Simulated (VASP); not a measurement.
Runs of VASP 6.6.1 on SnGe5. The structure is that of space group P3m1 (No. 156), or close to it. The cells are those of the table. 

```tsv
level	cell	gap on the mesh (eV)	pressure (GPa)	largest force (eV/Å)
r2SCAN	a = 4.055, b = 4.055, c = 9.867 Å, angles 90.0, 90.0, 120.0°, 6 atoms	none	4.6	(b)
PBE	a = 4.281, b = 4.281, c = 10.414 Å, angles 90.0, 90.0, 120.0°, 6 atoms	none	-2.6	0.05
r2SCAN	a = 4.180, b = 4.180, c = 10.172 Å, angles 90.0, 90.0, 120.0°, 6 atoms	none	(a)	0.05
PBE	a = 4.156, b = 4.156, c = 10.111 Å, angles 90.0, 90.0, 120.0°, 6 atoms	none	1.7	0.03
PBE	a = 4.198, b = 4.198, c = 10.214 Å, angles 90.0, 90.0, 120.0°, 6 atoms	none	0.0	-
```

Alike in all rows: task single point; potentials or basis VASP PAW PBE potentials, release 64 (Ge_d, Sn_d); no spin polarisation; k mesh 6 × 6 × 2; cutoff (eV) 520; smearing fermi-dirac 0.02 eV.

Task: Fill in the values left out.

Result: (a) -1.8; (b) 0.13.

Caveats: spin-orbit coupling is left out, which moves the levels of the heavy elements; the PAW data sets were made with another functional, which shifts forces and pressure a little (some runs).

A k mesh can miss the band edges, and the runs leave out spin-orbit coupling on Ge, Sn.

A gap of «none» marks levels without a gap at the run's occupations.
